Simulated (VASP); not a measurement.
# AlNi (Pm-3m) in VASP: further runs

Runs on AlNi. Level: PBEsol. Tasks: electric field gradients.

Everything below comes from runs of VASP 6.6.1. Logs are shortened: lines on timing, memory, paths and dates and some standing lists are left out, and cuts for length are marked.

## Step 1: The cell of the first run

The structure is cubic, space group Pm-3m (No. 221). The conventional cell has a = 2.919 Å, b = 2.919 Å, c = 2.919 Å, α = 90.00°, β = 90.00°, γ = 90.00°. Within 3.3 Å of Al (site symmetry m-3m) lie 8 Ni at 2.53 Å and 6 Al at 2.92 Å. Within 3.3 Å of Ni (site symmetry m-3m) lie 8 Al at 2.53 Å and 6 Ni at 2.92 Å.

## Step 2: Electric field gradients, PBEsol, collinear spin, ferromagnetic start (volume scaled by 1.04)

The input, INCAR:

```
SYSTEM = AlNi
  PREC = Accurate
  ENCUT = 520
  EDIFF = 1E-8
  ISMEAR = -1
  SIGMA = 0.05
  LREAL = .False.
  LASPH = .True.
  NELM = 150
  ALGO = Normal
  ISIF = 2
  LWAVE = .False.
  LCHARG = .False.
  ISPIN = 2
  MAGMOM = 0 1.5
  LORBIT = 11
  LMAXMIX = 4
  GGA = PS
  LEFG = .True.
  NBANDS = 18
```

The input, KPOINTS:

```
Automatic mesh
0
Gamma
  13 13 13
  0 0 0
```

The input, POSCAR:

```
AlNi
1.0
    2.9189122424      0.0000000000      0.0000000000
    0.0000000000      2.9189122424      0.0000000000
    0.0000000000      0.0000000000      2.9189122424
Al Ni
1 1
Direct
    0.0000000000      0.0000000000      0.0000000000
    0.5000000000      0.5000000000      0.5000000000
```

Potentials or basis: VASP PAW PBE potentials, release 64 (Al, Ni).

The run is started by

```console
$ cat potpaw_PBE.64/Al/POTCAR potpaw_PBE.64/Ni/POTCAR > POTCAR
$ mpirun -np 1 vasp_std > vasp.out
```

OUTCAR:

```text
SYSTEM = AlNi
   PREC = Accurate
   ENCUT = 520
   EDIFF = 1E-8
   ISMEAR = -1
   LREAL = .False.
   LASPH = .True.
   NELM = 150
   ISIF = 2
   ISPIN = 2
   LORBIT = 11
   GGA = PS

 ion  position               nearest neighbor table
   1  0.000  0.000  0.000-   2 2.53   2 2.53   2 2.53   2 2.53   2 2.53   2 2.53   2 2.53   2 2.53

   2  0.500  0.500  0.500-   1 2.53   1 2.53   1 2.53   1 2.53   1 2.53   1 2.53   1 2.53   1 2.53

  LATTYP: Found a simple cubic cell.
 ALAT       =     2.9189122424

  Lattice vectors:

 A1 = (   2.9189122424,   0.0000000000,   0.0000000000)
 A2 = (   0.0000000000,   2.9189122424,   0.0000000000)
 A3 = (   0.0000000000,   0.0000000000,   2.9189122424)

Analysis of symmetry for initial positions (statically):
=====================================================================
 Subroutine PRICEL returns:
 Original cell was already a primitive cell.

 Routine SETGRP: Setting up the symmetry group for a
 simple cubic supercell.

 Subroutine GETGRP returns: Found 48 space group operations
 (whereof 48 operations were pure point group operations)
 out of a pool of 48 trial point group operations.

The static configuration has the point symmetry O_h .

Analysis of symmetry for dynamics (positions and initial velocities):
=====================================================================
 Subroutine PRICEL returns:
 Original cell was already a primitive cell.

 Routine SETGRP: Setting up the symmetry group for a
 simple cubic supercell.

 Subroutine GETGRP returns: Found 48 space group operations
 (whereof 48 operations were pure point group operations)
 out of a pool of 48 trial point group operations.

The dynamic configuration has the point symmetry O_h .

Analysis of structural, dynamic, and magnetic symmetry:
=====================================================================
 Subroutine PRICEL returns:
 Original cell was already a primitive cell.

 Routine SETGRP: Setting up the symmetry group for a
 simple cubic supercell.

 Subroutine GETGRP returns: Found 48 space group operations
 (whereof 48 operations were pure point group operations)
 out of a pool of 48 trial point group operations.

The overall configuration has the point symmetry O_h .

 Subroutine INISYM returns: Found 48 space group operations
 (whereof 48 operations are pure point group operations),
 and found     1 'primitive' translations

----------------------------------------------------------------------------------------

                                     Primitive cell

  volume of cell :      24.8693

  direct lattice vectors                    reciprocal lattice vectors
     2.918912242  0.000000000  0.000000000     0.342593376  0.000000000  0.000000000
     0.000000000  2.918912242  0.000000000     0.000000000  0.342593376  0.000000000
     0.000000000  0.000000000  2.918912242     0.000000000  0.000000000  0.342593376

  length of vectors
     2.918912242  2.918912242  2.918912242     0.342593376  0.342593376  0.342593376

  position of ions in fractional coordinates (direct lattice)
     0.000000000  0.000000000  0.000000000
     0.500000000  0.500000000  0.500000000

  ion indices of the primitive-cell ions
   primitive index   ion index
                 1           1
                 2           2

----------------------------------------------------------------------------------------

 KPOINTS: Automatic mesh

Automatic generation of k-mesh.
 Grid dimensions read from file:
 generate k-points for:   13   13   13

 Generating k-lattice:

  Cartesian coordinates                     Fractional coordinates (reciprocal lattice)
     0.026353337  0.000000000  0.000000000     0.076923077  0.000000000  0.000000000
     0.000000000  0.026353337  0.000000000     0.000000000  0.076923077  0.000000000
     0.000000000  0.000000000  0.026353337     0.000000000  0.000000000  0.076923077

  Length of vectors
     0.026353337  0.026353337  0.026353337

  Shift w.r.t. Gamma in fractional coordinates (k-lattice)
     0.000000000  0.000000000  0.000000000

 Subroutine IBZKPT returns following result:
 ===========================================

 Found     84 irreducible k-points:

 Following reciprocal coordinates:
            Coordinates               Weight
  0.000000  0.000000  0.000000      1.000000
  0.076923  0.000000  0.000000      6.000000
  0.153846  0.000000  0.000000      6.000000
  0.230769  0.000000  0.000000      6.000000
  0.307692  0.000000  0.000000      6.000000
  0.384615  0.000000  0.000000      6.000000
[... 16 lines left out ...]
  0.307692  0.307692  0.000000     12.000000
  0.384615  0.307692  0.000000     24.000000
 [... further k-points ...]
   k-points           NKPTS =     84   k-points in BZ     NKDIM =     84   number of bands    NBANDS=     18
   number of dos      NEDOS =    301   number of ions     NIONS =      2
   total plane-waves  NPLWV =  13824
   dimension x,y,z NGX =    24 NGY =   24 NGZ =   24
   dimension x,y,z NGXF=    48 NGYF=   48 NGZF=   48
   ions per type =               1   1
   NGX,Y,Z   is equivalent  to a cutoff of  13.67, 13.67, 13.67 a.u.
   NGXF,Y,Z  is equivalent  to a cutoff of  27.34, 27.34, 27.34 a.u.
 SYSTEM =  AlNi
   PREC   = accura    normal or accurate (medium, high low for compatibility)
   ISTART =      0    job   : 0-new  1-cont  2-samecut
   ICHARG =      2    charge: 1-file 2-atom 10-const
   ISPIN  =      2    spin polarized calculation?
   LNONCOLLINEAR =      F non collinear calculations
   LSORBIT =      F    spin-orbit coupling
   LASPH  =      T    aspherical Exc in radial PAW
   ENCUT  =  520.0 eV  38.22 Ry    6.18 a.u.   5.43  5.43  5.43*2*pi/ulx,y,z
   NELM   =    150;   NELMIN=  2; NELMDL= -5     # of ELM steps
   EDIFF  = 0.1E-07   stopping-criterion for ELM
   LREAL  =      F    real-space projection
   EDIFFG = 0.1E-06   stopping-criterion for IOM
   NSW    =      0    number of steps for IOM
   IBRION =     -1    ionic relax: 0-MD 1-quasi-New 2-CG
   NFREE  =      0    steps in history (QN), initial steepest desc. (CG)
   ISIF   =      2    stress and relaxation
   ISYM   =      2    0-nonsym 1-usesym 2-fastsym
   POTIM  = 0.5000    time-step for ionic-motion
   TEBEG  =    0.0;   TEEND  =   0.0 temperature during run
   PSTRESS=    0.0 pullay stress
   NELECT =      13.0000    total number of electrons
   NUPDOWN=      -1.0000    fix difference up-down
   EMIN   =  10.00;   EMAX   =-10.00  energy-range for DOS
   EFERMI =   0.00;   METHOD = LEGACY
   ISMEAR =    -1;   SIGMA  =   0.05  broadening in eV -4-tet -1-fermi 0-gaus
   EFERMI_NEDOS =   21; number of points for ismear=-14 and -15
   IALGO  =     38    algorithm
   IMIX   =      4    mixing-type and parameters
     AMIX     =   0.40;   BMIX     =  1.00
     AMIX_MAG =   1.60;   BMIX_MAG =  1.00
  volume/ion in A,a.u.               =      12.43        83.91
  Fermi-wavevector in a.u.,A,eV,Ry     =   1.318768  2.492109 23.662542  1.739148
  Thomas-Fermi vector in A             =   2.448714
   LORBIT       =     11    0 simple, 1 ext, 2 COOP (PROOUT), +10 PAW based schemes
   GGA     = PS    functional components
   LHFCALC =     F    Hartree Fock is set to
   AEXX    =    0.0000 exact exchange contribution
   IVDW    =     0    specifies the selected vdW correction
   LEPSILON=     F    determine dielectric tensor
   LRPA    =     F    only Hartree local field effects (RPA)
 spin polarized calculation
  energy-cutoff  :      520.00
  volume of cell :       24.87
 maximum number of plane-waves:       691
 NGX is ok and might be reduce to    24
   NGX = 11   NGY = 11   NGZ = 11

 number of electron      13.0000004 magnetization       0.0008554

 number of electron      13.0000004 magnetization      -0.0000013

 Free energy of the ion-electron system (eV)
  ---------------------------------------------------
  ext. energy  EPLUGINS =         0.00000000
  ---------------------------------------------------
  free energy    TOTEN  =       -11.55199926 eV

  energy without entropy =      -11.54665904  energy(sigma->0) =      -11.54932915

 E-fermi :   9.3731     XC(G=0): -11.9773

 val. band max:        9.3164023903   @ k =   0.3846   0.2308   0.1538
 cond. band min:       9.4294160951   @ k =   0.3846   0.3077   0.1538
 fundamental gap:      0.1130137048
 Fermi energy:         9.3731224239

 spin component 1

 k-point     1 :       0.0000    0.0000    0.0000
  band No.  band energies     occupation
      1      -1.4575      1.00000
      2       6.3371      1.00000
      3       6.3371      1.00000
      4       7.9269      1.00000
      5       7.9269      1.00000
      6       7.9269      1.00000
[... 10 lines left out ...]
     17      32.3485      0.00000
     18      32.3485      0.00000

 k-point     2 :       0.0769    0.0000    0.0000
  band No.  band energies     occupation
      1      -1.3515      1.00000
      2       6.3282      1.00000
      3       6.3612      1.00000
      4       7.8820      1.00000
      5       7.8820      1.00000
      6       7.9316      1.00000
[... 10 lines left out ...]
     17      32.0466      0.00000
     18      32.8423      0.00000
[... 442 lines left out ...]
 k-point    24 :       0.3846    0.3077    0.0000
  band No.  band energies     occupation
      1       2.5429      1.00000
      2       5.3765      1.00000
      3       6.6117      1.00000
      4       7.1453      1.00000
      5       7.4360      1.00000
      6       7.5869      1.00000
[... 10 lines left out ...]
     17      30.6940      0.00000
     18      33.4328      0.00000

 [... further k-points ...]

 spin component 2

 k-point     1 :       0.0000    0.0000    0.0000
  band No.  band energies     occupation
      1      -1.4575      1.00000
      2       6.3371      1.00000
      3       6.3371      1.00000
      4       7.9269      1.00000
      5       7.9269      1.00000
      6       7.9269      1.00000
[... 10 lines left out ...]
     17      32.3485      0.00000
     18      32.3485      0.00000

 k-point     2 :       0.0769    0.0000    0.0000
  band No.  band energies     occupation
      1      -1.3515      1.00000
      2       6.3282      1.00000
      3       6.3612      1.00000
      4       7.8820      1.00000
      5       7.8820      1.00000
      6       7.9316      1.00000
[... 10 lines left out ...]
     17      32.0466      0.00000
     18      32.8423      0.00000
[... 442 lines left out ...]
 k-point    24 :       0.3846    0.3077    0.0000
  band No.  band energies     occupation
      1       2.5429      1.00000
      2       5.3765      1.00000
      3       6.6117      1.00000
      4       7.1453      1.00000
      5       7.4360      1.00000
      6       7.5869      1.00000
[... 10 lines left out ...]
     17      30.6940      0.00000
     18      33.4328      0.00000

 [... further k-points ...]
[... 5 lines left out ...]
  --------------------------------------------------------------------------------------
  -------------------------------------------------------------------------------------
  Total       -1.3830468     -1.3830468     -1.3830468     -0.0000000     -0.0000000      0.0000000
  in kB      -89.1013644    -89.1013644    -89.1013644     -0.0000000     -0.0000000      0.0000000
  external PRESSURE =     -89.1013644 kB  Pullay stress =       0.0000000 kB

 VOLUME and BASIS-vectors are now :
 -----------------------------------------------------------------------------
  energy-cutoff  :      520.00
  volume of cell :       24.87
      direct lattice vectors                 reciprocal lattice vectors
     2.918912242  0.000000000  0.000000000     0.342593376  0.000000000  0.000000000
     0.000000000  2.918912242  0.000000000     0.000000000  0.342593376  0.000000000
     0.000000000  0.000000000  2.918912242     0.000000000  0.000000000  0.342593376

 POSITION                                       TOTAL-FORCE (eV/Angst)
 -----------------------------------------------------------------------------------
      0.00000      0.00000      0.00000         0.000000      0.000000      0.000000
      1.45946      1.45946      1.45946         0.000000      0.000000      0.000000
 -----------------------------------------------------------------------------------
    total drift:                                0.000000      0.000000     -0.000000

  FREE ENERGIE OF THE ION-ELECTRON SYSTEM (eV)
  ---------------------------------------------------
  free  energy   TOTEN  =       -11.5519992633 eV

  energy  without entropy=      -11.5466590401  energy(sigma->0) =      -11.54932915

 Electric field gradients (V/A^2)
---------------------------------------------------------------------
 ion       V_xx      V_yy      V_zz      V_xy      V_xz      V_yz
---------------------------------------------------------------------
   1       0.000    -0.000     0.000    -0.000    -0.000     0.000
   2       0.000     0.000     0.000    -0.000    -0.000     0.000
---------------------------------------------------------------------

 Electric field gradients after diagonalization (V/A^2)
 (convention: |V_zz| > |V_xx| > |V_yy|)
----------------------------------------------------------------------
 ion       V_xx      V_yy      V_zz     asymmetry (V_yy - V_xx)/ V_zz
----------------------------------------------------------------------
   1       0.000    -0.000     0.000      -0.213
   2       0.000     0.000     0.000      -0.294
----------------------------------------------------------------------

           NMR quadrupolar parameters

 Cq : quadrupolar parameter    Cq=e*Q*V_zz/h
 eta: asymmetry parameters     (V_yy - V_xx)/ V_zz
 Q  : nuclear electric quadrupole moment in mb (millibarn)
----------------------------------------------------------------------
 ion       Cq(MHz)       eta       Q (mb)
----------------------------------------------------------------------
   1       0.000      -0.213       1.000
   2       0.000      -0.294       1.000
----------------------------------------------------------------------

 total charge

# of ion       s       p       d       tot
------------------------------------------
    1        0.379   0.395   0.000   0.775
    2        0.464   0.487   8.460   9.411
--------------------------------------------------
tot          0.843   0.882   8.460  10.186

 magnetization (x)

# of ion       s       p       d       tot
------------------------------------------
    1       -0.000   0.000   0.000  -0.000
    2        0.000   0.000  -0.000  -0.000
--------------------------------------------------
tot         -0.000   0.000  -0.000  -0.000
```

It took 33 s on 1 thread of Intel Xeon Platinum 8559C (Emerald Rapids), shared host; peak memory 0.19 GiB.

Results:

| Quantity | Value |
| --- | --- |
| Free energy | -11.5520 eV |
| Pressure | -8.9 GPa |
| Net moment | 0.00 μB per cell |
| Valence electrons inside the program's atomic spheres | Al 0.78; Ni 9.41 |

Levels at points of the mesh, in eV from the Fermi level:
Spin up:
| k point | band 3 | band 4 | band 5 | band 6 | band 7 | band 8 | band 9 | band 10 |
| --- | --- | --- | --- | --- | --- | --- | --- | --- |
| (0.00, 0.00, 0.00) | -3.04 | -1.45 | -1.45 | -1.45 | 5.35 | 5.35 | 5.35 | 8.04 |
Spin down:
| k point | band 3 | band 4 | band 5 | band 6 | band 7 | band 8 | band 9 | band 10 |
| --- | --- | --- | --- | --- | --- | --- | --- | --- |
| (0.00, 0.00, 0.00) | -3.04 | -1.45 | -1.45 | -1.45 | 5.35 | 5.35 | 5.35 | 8.04 |

Caveat: the starting moments collapsed, and a magnetic state may lie lower; without QUAD_EFG the Cq values of the log hold for a quadrupole moment of 1 mb, not for the nuclei; the PAW data sets were made with another functional, which shifts forces and pressure a little.

(Part 1 of 4 ends here.)
